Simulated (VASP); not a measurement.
**GdIrF: single point with PBE**

The system is GdIrF.

```
Gd Ir F
1.0
     3.68256    0.00000    0.00000
     0.00000    3.68256    0.00000
     0.00000    0.00000    4.31213
Gd Ir F
1 1 1
Direct
  0.50000 0.50000 0.50000
  0.00000 0.00000 0.00000
  0.50000 0.50000 0.00000
```

The cell was generated, and may not be a known phase.

| Quantity | Value |
| --- | --- |
| Program | VASP 6.6.1 |
| Task | single point |
| Functional | PBE |
| Potentials or basis | VASP PAW PBE potentials, release 64 (Gd, Ir, F) |
| Cutoff | 520 eV |
| k mesh | 6 × 6 × 4 |
| Occupations | gaussian, width 0.1 eV |
| Spin | collinear spin, ferromagnetic start |
| Starting moments | [7.37, 0.18, 0.0] μB |

```json
{"Pressure": "-0.3 GPa", "Net moment": "7.07 μB per cell", "Site moments": "Gd +6.77; Ir +0.00; F +0.01 μB", "Valence electrons inside the program's atomic spheres": "Gd 15.16; Ir 7.82; F 6.09"}
```

Stress tensor (GPa, compression positive):
```
-0.49  0.00  0.00
 0.00 -0.49  0.00
 0.00  0.00 -0.05
```

Levels at points of the mesh, in eV from the Fermi level:
Spin up:
| k point | band 17 | band 18 | band 19 | band 20 | band 21 | band 22 | band 23 | band 24 | band 25 | band 26 |
| --- | --- | --- | --- | --- | --- | --- | --- | --- | --- | --- |
| (0.00, 0.00, 0.00) | -2.65 | -1.58 | -1.20 | -1.20 | -0.88 | 1.11 | 3.61 | 4.15 | 4.15 | 4.41 |
| (0.50, 0.00, 0.00) | -1.24 | -1.24 | -0.96 | -0.77 | 0.10 | 0.53 | 0.95 | 2.10 | 3.44 | 4.52 |
| (0.50, 0.50, 0.00) | -2.28 | -2.28 | -1.14 | -0.05 | 0.19 | 3.11 | 3.11 | 3.69 | 3.69 | 5.46 |
| (0.00, 0.00, 0.50) | -2.32 | -2.05 | -0.99 | -0.99 | -0.72 | -0.72 | 0.10 | 4.11 | 4.11 | 4.21 |
| (0.50, 0.00, 0.50) | -1.45 | -1.31 | -0.77 | 0.07 | 0.86 | 0.86 | 1.84 | 2.98 | 3.75 | 4.91 |
| (0.50, 0.50, 0.50) | -1.77 | -1.03 | -1.01 | -0.58 | -0.04 | 1.22 | 1.88 | 1.88 | 5.51 | 6.80 |
Spin down:
| k point | band 10 | band 11 | band 12 | band 13 | band 14 | band 15 | band 16 | band 17 |
| --- | --- | --- | --- | --- | --- | --- | --- | --- |
| (0.00, 0.00, 0.00) | -2.54 | -1.56 | -1.15 | -1.15 | -0.81 | 0.57 | 0.58 | 0.58 |
| (0.50, 0.00, 0.00) | -1.45 | -1.01 | -0.95 | -0.73 | 0.13 | 0.56 | 0.69 | 0.71 |
| (0.50, 0.50, 0.00) | -2.16 | -2.16 | -1.09 | -0.06 | 0.26 | 0.55 | 0.57 | 0.57 |
| (0.00, 0.00, 0.50) | -2.31 | -2.17 | -1.08 | -1.08 | -0.80 | -0.79 | 0.66 | 0.66 |
| (0.50, 0.00, 0.50) | -1.36 | -1.25 | -0.76 | 0.11 | 0.43 | 0.46 | 0.61 | 0.63 |
| (0.50, 0.50, 0.50) | -1.70 | -1.00 | -0.73 | -0.59 | -0.05 | 0.21 | 0.57 | 0.57 |

It took 2.4 min on 1 thread of Intel(R) Xeon(R) 6975P-C (Granite Rapids), on a shared host, peak memory 0.26 GiB.

Caveat: the k points lie up to 0.36 Å⁻¹ apart; spin-orbit coupling is left out, which moves the levels of the heavy elements; a cell with one magnetic atom can't hold antiferromagnetic order, which such compounds often take; semilocal functionals describe open f shells poorly, which spoils levels, moments and volumes. The state reached can hang on the start; a lower one may exist.
